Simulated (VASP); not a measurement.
# TiAl (P-6m2) in VASP: further runs

The runs below take TiAl through single point, with PBEsol.

Everything below comes from runs of VASP 6.6.1. Logs are shortened: lines on timing, memory, paths and dates and some standing lists are left out, and cuts for length are marked.

## (1) The cell of the first run

Symmetry: P-6m2, No. 187, hexagonal system. The conventional cell has a = 2.705 Å, b = 2.705 Å, c = 4.619 Å, α = 90.00°, β = 90.00°, γ = 120.00°. Within 3.6 Å of Ti (site symmetry -6m2) lie 6 Ti at 2.71 Å and 6 Al at 2.79 Å. Within 3.6 Å of Al (site symmetry -6m2) lie 6 Al at 2.71 Å and 6 Ti at 2.79 Å.

## (2) Single point, PBEsol

Contents of INCAR:

```
SYSTEM = TiAl
PREC     = Accurate       ! precision mode
ENCUT    = 520            ! plane-wave cutoff, eV
EDIFF    = 1E-6           ! SCF threshold, eV
ISMEAR   = 0              ! smearing method
SIGMA    = 0.15           ! smearing width, eV
LREAL    = .FALSE.        ! projectors in reciprocal space
LASPH    = .TRUE.         ! aspherical terms in the spheres
NELM     = 60             ! most SCF steps
ALGO     = Normal         ! electronic algorithm
ISIF     = 2              ! what is computed and relaxed
LWAVE    = .FALSE.        ! write WAVECAR
LCHARG   = .TRUE.         ! write CHGCAR
GGA      = PS             ! functional
LELF     = .TRUE.         ! ELF
LVHAR    = .TRUE.       
NBANDS   = 14             ! bands
```

Contents of KPOINTS:

```
Automatic mesh
0
G
  18 18 10
  0 0 0
```

Contents of POSCAR:

```
TiAl
1.0
    2.7052000000      0.0000000000      0.0000000000
   -1.3526000000      2.3427719223      0.0000000000
    0.0000000000      0.0000000000      4.6191923846
Ti Al
1 1
Direct
    0.0000000000      0.0000000000      0.0000000000
    0.3333333333      0.6666666667      0.5000000000
```

Potentials or basis: VASP PAW PBE potentials, release 64 (Ti_sv, Al).

Launch:

```bash
$ cat potpaw_PBE.64/Ti_sv/POTCAR potpaw_PBE.64/Al/POTCAR > POTCAR
$ mpirun -np 1 vasp_std > vasp.out
```

OUTCAR:

```text
SYSTEM = TiAl
   PREC = Accurate
   ENCUT = 520
   EDIFF = 1E-6
   ISMEAR = 0
   LREAL = .FALSE.
   LASPH = .TRUE.
   NELM = 60
   ISIF = 2
   GGA = PS

 ion  position               nearest neighbor table
   1  0.000  0.000  0.000-   2 2.79   2 2.79   2 2.79   2 2.79   2 2.79   2 2.79
   2  0.333  0.667  0.500-   1 2.79   1 2.79   1 2.79   1 2.79   1 2.79   1 2.79

  LATTYP: Found a hexagonal cell.
 ALAT       =     2.7052000000
 C/A-ratio  =     1.7075234307

  Lattice vectors:

 A1 = (   2.7052000000,   0.0000000000,   0.0000000000)
 A2 = (  -1.3526000000,   2.3427719223,   0.0000000000)
 A3 = (   0.0000000000,   0.0000000000,   4.6191923846)

Analysis of symmetry for initial positions (statically):
=====================================================================
 Subroutine PRICEL returns:
 Original cell was already a primitive cell.

 Routine SETGRP: Setting up the symmetry group for a
 hexagonal supercell.

 Subroutine GETGRP returns: Found 12 space group operations
 (whereof 12 operations were pure point group operations)
 out of a pool of 24 trial point group operations.

The static configuration has the point symmetry D_3h.

Analysis of symmetry for dynamics (positions and initial velocities):
=====================================================================
 Subroutine PRICEL returns:
 Original cell was already a primitive cell.

 Routine SETGRP: Setting up the symmetry group for a
 hexagonal supercell.

 Subroutine GETGRP returns: Found 12 space group operations
 (whereof 12 operations were pure point group operations)
 out of a pool of 24 trial point group operations.

The dynamic configuration has the point symmetry D_3h.

 Subroutine INISYM returns: Found 12 space group operations
 (whereof 12 operations are pure point group operations),
 and found     1 'primitive' translations

----------------------------------------------------------------------------------------

                                     Primitive cell

  volume of cell :      29.2749

  direct lattice vectors                    reciprocal lattice vectors
     2.705200000  0.000000000  0.000000000     0.369658436  0.213422397  0.000000000
    -1.352600000  2.342771922  0.000000000     0.000000000  0.426844795  0.000000000
     0.000000000  0.000000000  4.619192385     0.000000000  0.000000000  0.216488060

  length of vectors
     2.705200000  2.705200000  4.619192385     0.426844795  0.426844795  0.216488060

  position of ions in fractional coordinates (direct lattice)
     0.000000000  0.000000000  0.000000000
     0.333333333  0.666666667  0.500000000

[... 89 lines left out ...]
   EMIN   =  10.00;   EMAX   =-10.00  energy-range for DOS
   EFERMI =   0.00;   METHOD = LEGACY
   ISMEAR =     0;   SIGMA  =   0.15  broadening in eV -4-tet -1-fermi 0-gaus
   EFERMI_NEDOS =   21; number of points for ismear=-14 and -15
   IALGO  =     38    algorithm
   IMIX   =      4    mixing-type and parameters
     AMIX     =   0.40;   BMIX     =  1.00
     AMIX_MAG =   1.60;   BMIX_MAG =  1.00
  volume/ion in A,a.u.               =      14.64        98.78
  Fermi-wavevector in a.u.,A,eV,Ry     =   1.310006  2.475553 23.349188  1.716117
  Thomas-Fermi vector in A             =   2.440566
   LORBIT       =      0    0 simple, 1 ext, 2 COOP (PROOUT), +10 PAW based schemes
   GGA     = PS    functional components
   LHFCALC =     F    Hartree Fock is set to
   AEXX    =    0.0000 exact exchange contribution
   IVDW    =     0    specifies the selected vdW correction
   LEPSILON=     F    determine dielectric tensor
   LRPA    =     F    only Hartree local field effects (RPA)
 non-spin polarized calculation
 Gauss-broadening in eV      SIGMA  =   0.15
  energy-cutoff  :      520.00
  volume of cell :       29.27
 maximum number of plane-waves:       825
 NGX is ok and might be reduce to    20

 number of electron      14.9999997 magnetization

 Free energy of the ion-electron system (eV)
  ---------------------------------------------------
  ext. energy  EPLUGINS =         0.00000000
  ---------------------------------------------------
  free energy    TOTEN  =       -12.80198754 eV

  energy without entropy =      -12.77998401  energy(sigma->0) =      -12.79098577

 E-fermi :   9.2345     XC(G=0): -11.5917

 val. band max:        9.2331675577   @ k =   0.3333   0.3333   0.4000
 cond. band min:       9.2411337330   @ k =   0.3333   0.0000   0.4000
 fundamental gap:      0.0079661753
 Fermi energy:         9.2345006359

 k-point     1 :       0.0000    0.0000    0.0000
  band No.  band energies     occupation
      1     -46.8199      2.00000
      2     -23.2701      2.00000
      3     -22.6035      2.00000
      4     -22.6035      2.00000
      5      -0.4823      2.00000
      6       6.5754      2.00000
      7       6.9245      2.00000
      8      10.6586      0.00000
      9      10.6586      0.00000
     10      12.5584      0.00000
     11      12.5584      0.00000
     12      13.1330      0.00000
     13      23.4104      0.00000
     14      23.4104      0.00000
[... 377 lines left out ...]
      1     -46.6296      2.00000
      2     -23.5356      2.00000
      3     -23.0957      2.00000
      4     -22.8961      2.00000
      5       4.7341      2.00000
      6       7.2923      2.00000
      7       7.4266      2.00000
      8       8.2367      2.00000
      9      11.0230      0.00000
     10      12.7437      0.00000
     11      13.8737      0.00000
     12      14.0857      0.00000
     13      15.4329      0.00000
     14      16.8277      0.00000

 [... further k-points ...]

------------------------ aborting loop because EDIFF is reached ----------------------------------------

  FORCE on cell =-STRESS in cart. coord.  units (eV):
  Direction    XX          YY          ZZ          XY          YZ          ZX
  --------------------------------------------------------------------------------------
  -------------------------------------------------------------------------------------
  Total        2.9416134      2.9416134      1.3886317     -0.0000000      0.0000000     -0.0000000
  in kB      160.9906818    160.9906818     75.9980108     -0.0000000      0.0000000     -0.0000000
  external PRESSURE =     132.6597914 kB  Pullay stress =       0.0000000 kB

 VOLUME and BASIS-vectors are now :
 -----------------------------------------------------------------------------
  energy-cutoff  :      520.00
  volume of cell :       29.27
      direct lattice vectors                 reciprocal lattice vectors
     2.705200000  0.000000000  0.000000000     0.369658436  0.213422397  0.000000000
    -1.352600000  2.342771922  0.000000000     0.000000000  0.426844795  0.000000000
     0.000000000  0.000000000  4.619192385     0.000000000  0.000000000  0.216488060

 POSITION                                       TOTAL-FORCE (eV/Angst)
 -----------------------------------------------------------------------------------
      0.00000      0.00000      0.00000        -0.000000      0.000000      0.000000
     -0.00000      1.56185      2.30960         0.000000      0.000000      0.000000
 -----------------------------------------------------------------------------------
    total drift:                                0.000000     -0.000000      0.000000

  FREE ENERGIE OF THE ION-ELECTRON SYSTEM (eV)
  ---------------------------------------------------
  free  energy   TOTEN  =       -12.8019875373 eV

  energy  without entropy=      -12.7799840082  energy(sigma->0) =      -12.79098577
```

Run time: 99 s. Hardware: 1 thread of Intel Xeon 8259CL, shared host; peak memory 0.22 GiB.

Results:

| Property | Result |
| --- | --- |
| Free energy | -12.8020 eV |
| Pressure | 13.3 GPa |
| Band gap on the k mesh | zero (an odd number of electrons rules out a gap without spin polarisation) |

Caveat: the stress differs along the axes, from 8 to 16 GPa; the PAW data sets were made with another functional, which shifts forces and pressure a little.

## (3) Single point, PBEsol

This run uses another cell than the first one, of the same volume but with other edges.

Contents of INCAR:

```
PREC = Accurate
ENCUT = 520
EDIFF = 1E-6
ISMEAR = 0
SIGMA = 0.15
LREAL = F
LASPH = T
NELM = 80
ALGO = Normal
ISIF = 2
LWAVE = F
LCHARG = F
GGA = PS
NBANDS = 14
```

Contents of KPOINTS:

```
Automatic mesh
0
Gamma
  18 18 10
```

Contents of POSCAR:

```
TiAl
1.0
    2.8191000000      0.0000000000      0.0000000000
   -1.4095500000      2.4414122158      0.0000000000
    0.0000000000      0.0000000000      4.2497000000
Ti Al
1 1
Direct
    0.0000000000      0.0000000000      0.0000000000
    0.3333333333      0.6666666667      0.5000000000
```

Potentials or basis: VASP PAW PBE potentials, release 64 (Ti_sv, Al).

Launch:

```bash
$ cat potpaw_PBE.64/Ti_sv/POTCAR potpaw_PBE.64/Al/POTCAR > POTCAR
$ mpirun -np 1 vasp_std > vasp.out
```

OUTCAR:

```text
PREC = Accurate
   ENCUT = 520
   EDIFF = 1E-6
   ISMEAR = 0
   LREAL = F
   LASPH = T
   NELM = 80
   ISIF = 2
   GGA = PS

 ion  position               nearest neighbor table
   1  0.000  0.000  0.000-   2 2.68   2 2.68   2 2.68   2 2.68   2 2.68   2 2.68
   2  0.333  0.667  0.500-   1 2.68   1 2.68   1 2.68   1 2.68   1 2.68   1 2.68

  LATTYP: Found a hexagonal cell.
 ALAT       =     2.8191000000
 C/A-ratio  =     1.5074669221

  Lattice vectors:

[... 593 lines left out ...]

 [... further k-points ...]

------------------------ aborting loop because EDIFF is reached ----------------------------------------

  FORCE on cell =-STRESS in cart. coord.  units (eV):
  Direction    XX          YY          ZZ          XY          YZ          ZX
  --------------------------------------------------------------------------------------
  -------------------------------------------------------------------------------------
  Total        2.0509034      2.0509034      4.7553520      0.0000000      0.0000000      0.0000000
  in kB      112.3429754    112.3429754    260.4853995      0.0000000      0.0000000      0.0000000
  external PRESSURE =     161.7237835 kB  Pullay stress =       0.0000000 kB

 VOLUME and BASIS-vectors are now :
 -----------------------------------------------------------------------------
  energy-cutoff  :      520.00
  volume of cell :       29.25
      direct lattice vectors                 reciprocal lattice vectors
     2.819100000  0.000000000  0.000000000     0.354723139  0.204799500  0.000000000
    -1.409550000  2.441412216  0.000000000     0.000000000  0.409598999  0.000000000
     0.000000000  0.000000000  4.249700000     0.000000000  0.000000000  0.235310728

 POSITION                                       TOTAL-FORCE (eV/Angst)
 -----------------------------------------------------------------------------------
      0.00000      0.00000      0.00000         0.000000      0.000000      0.000000
     -0.00000      1.62761      2.12485        -0.000000      0.000000      0.000000
 -----------------------------------------------------------------------------------
    total drift:                                0.000000     -0.000000      0.000000

  FREE ENERGIE OF THE ION-ELECTRON SYSTEM (eV)
  ---------------------------------------------------
  free  energy   TOTEN  =       -12.7345375872 eV

  energy  without entropy=      -12.7051749293  energy(sigma->0) =      -12.71985626
```

stdout:

```text
POSCAR found type information on POSCAR TiAl
 POSCAR found :  2 types and       2 ions
 scaLAPACK will be used
 -----------------------------------------------------------------------------
|                                                                             |
|                                                                             |
|     You enforced a specific xc type in the INCAR file but a different       |
|     I HOPE YOU KNOW WHAT YOU ARE DOING!                                     |
|                                                                             |
 -----------------------------------------------------------------------------

 LDA part: xc-table for (Slater+PW92), standard interpolation
 POSCAR, INCAR and KPOINTS ok, starting setup
 FFT: planning ... GRIDC
 FFT: planning ... GRID_SOFT
 FFT: planning ... GRID
 WAVECAR not read
 entering main loop
```

It took 2.3 min on 1 thread of Intel Xeon 8259CL, shared host; peak memory 0.22 GiB.

Results:

```
Free energy            : -12.7345 eV
Pressure               : 16.2 GPa
Band gap on the k mesh : zero (an odd number of electrons rules out a gap without spin polarisation)
```

Stress tensor (GPa, compression positive):
```
11.23  0.00  0.00
 0.00 11.23  0.00
 0.00  0.00 26.05
```

Levels at points of the mesh, in eV from the Fermi level:
```
           k point  band 5  band 6  band 7  band 8  band 9  band 10  band 11  band 12
(0.00, 0.00, 0.00)   -9.37   -2.19   -1.08    1.36    1.36     2.94     2.94     5.64
(0.50, 0.00, 0.00)   -4.13   -2.98   -1.72   -1.09    2.16     4.35     4.95     5.02
(0.00, 0.00, 0.50)   -8.08   -5.38   -0.06    1.39    1.39     2.78     2.78     8.56
(0.50, 0.00, 0.50)   -4.12   -2.35   -2.02    0.68    1.22     1.80     4.11     4.35
```

Caveat: the stress differs along the axes, from 11 to 26 GPa; the PAW data sets were made with another functional, which shifts forces and pressure a little.

## (4) Single point, PBEsol

This run uses another cell than the first one, of 14.75 Å³/atom.

Contents of INCAR:

```
SYSTEM = TiAl
PREC = Accurate ; ENCUT = 520
EDIFF = 1E-7 ; ISMEAR = 0
SIGMA = 0.15 ; LREAL = .FALSE.
LASPH = .TRUE. ; NELM = 60
ALGO = Normal ; ISIF = 2
LWAVE = .FALSE. ; LCHARG = .FALSE.
GGA = PS ; NBANDS = 14
```

Contents of KPOINTS:

```
regular mesh
0
G
  18 18 10
  0 0 0
```

Contents of POSCAR:

```
TiAl
1.0
    2.8950000000      0.0000000000      0.0000000000
   -1.4475000000      2.5071435440      0.0000000000
    0.0000000000      0.0000000000      4.0649000000
Ti Al
1 1
Direct
    0.0000000000      0.0000000000      0.0000000000
    0.3333333333      0.6666666667      0.5000000000
```

Launch:

```bash
$ cat potpaw_PBE.64/Ti_sv/POTCAR potpaw_PBE.64/Al/POTCAR > POTCAR
$ mpirun -np 1 vasp_std > vasp.out
```

It took 2.5 min on 1 thread of Intel Xeon 8259CL, shared host; peak memory 0.22 GiB.

Results (log left out):

```yaml
Free_energy: -12.5930 eV
Pressure: 16.9 GPa
Band_gap_on_the_k_mesh: zero (an odd number of electrons rules out a gap without spin polarisation)
```

Stress tensor (GPa, compression positive):
```
 8.93  0.00  0.00
 0.00  8.93  0.00
 0.00  0.00 32.75
```

Levels at points of the mesh, in eV from the Fermi level:
```csv
k point,band 6,band 7,band 8,band 9,band 10,band 11
"(0.00, 0.00, 0.00)",-1.98,-0.34,1.24,1.24,2.68,2.68
"(0.50, 0.00, 0.00)",-3.16,-1.54,-1.02,1.94,4.03,4.95
"(0.00, 0.00, 0.50)",-5.21,0.39,1.29,1.29,2.41,2.41
"(0.50, 0.00, 0.50)",-2.21,-2.00,0.56,1.43,1.43,4.04
```

Caveat: the stress differs along the axes, from 9 to 33 GPa; the PAW data sets were made with another functional, which shifts forces and pressure a little.

## (5) Single point, PBEsol

This run uses another cell than the first one, of 14.75 Å³/atom.

Contents of INCAR:

```
ALGO = Normal ; EDIFF = 1E-7
ENCUT = 520 ; GGA = PS
ISIF = 2 ; ISMEAR = 0
LASPH = True ; LCHARG = True
LELF = True ; LREAL = False
LVHAR = True ; LWAVE = False
NBANDS = 14 ; NELM = 60
PREC = Accurate ; SIGMA = 0.15
```

Contents of KPOINTS:

```
k-points
0
Gamma
  18 18 10
```

Contents of POSCAR:

```
TiAl
1.0
    2.7906000000      0.0000000000      0.0000000000
   -1.3953000000      2.4167304918      0.0000000000
    0.0000000000      0.0000000000      4.3728000000
Ti Al
1 1
Direct
    0.0000000000      0.0000000000      0.0000000000
    0.3333333333      0.6666666667      0.5000000000
```

Launch:

```bash
$ cat potpaw_PBE.64/Ti_sv/POTCAR potpaw_PBE.64/Al/POTCAR > POTCAR
$ mpirun -np 1 vasp_std > vasp.out
```

Run time: 2.3 min. Hardware: 1 thread of Intel Xeon 8259CL, shared host; peak memory 0.23 GiB.

Results (log left out):

| Quantity | Value |
| --- | --- |
| Free energy | -12.8128 eV |
| Pressure | 13.7 GPa |
| Band gap on the k mesh | zero (an odd number of electrons rules out a gap without spin polarisation) |

Stress tensor (GPa, compression positive):
```
10.79  0.00  0.00
 0.00 10.79  0.00
 0.00  0.00 19.38
```

Levels at points of the mesh, in eV from the Fermi level:
```
           k point  band 6  band 7  band 8  band 9  band 10  band 11
(0.00, 0.00, 0.00)   -2.30   -1.48    1.40    1.40     3.05     3.05
(0.50, 0.00, 0.00)   -2.90   -1.77   -1.13    2.26     4.45     4.73
(0.00, 0.00, 0.50)   -5.45   -0.29    1.41    1.41     2.93     2.93
(0.50, 0.00, 0.50)   -2.42   -2.03    0.72    1.12     1.97     3.75
```

Caveat: the stress differs along the axes, from 11 to 19 GPa; the PAW data sets were made with another functional, which shifts forces and pressure a little.

## (6) The runs side by side

```tsv
cell	gap on the mesh (eV)	pressure (GPa)
a = 2.705, b = 2.705, c = 4.619 Å, angles 90.0, 90.0, 120.0°, 2 atoms	none	13.3
a = 2.819, b = 2.819, c = 4.250 Å, angles 90.0, 90.0, 120.0°, 2 atoms	none	16.2
a = 2.895, b = 2.895, c = 4.065 Å, angles 90.0, 90.0, 120.0°, 2 atoms	none	16.9
a = 2.791, b = 2.791, c = 4.373 Å, angles 90.0, 90.0, 120.0°, 2 atoms	none	13.7
```

Alike in all rows: task single point; level PBEsol; potentials or basis VASP PAW PBE potentials, release 64 (Ti_sv, Al); no spin polarisation; k mesh 18 × 18 × 10; cutoff (eV) 520; smearing gaussian 0.15 eV.

Caveats: the PAW data sets were made with another functional, which shifts forces and pressure a little; the stress differs along the axes, from 8 to 16 GPa (at least some runs); the stress differs along the axes, from 11 to 26 GPa (at least some runs); the stress differs along the axes, from 9 to 33 GPa (at least some runs); the stress differs along the axes, from 11 to 19 GPa (at least some runs).

Total energies depend on the potentials used, so only differences within one code and one set of settings carry meaning.
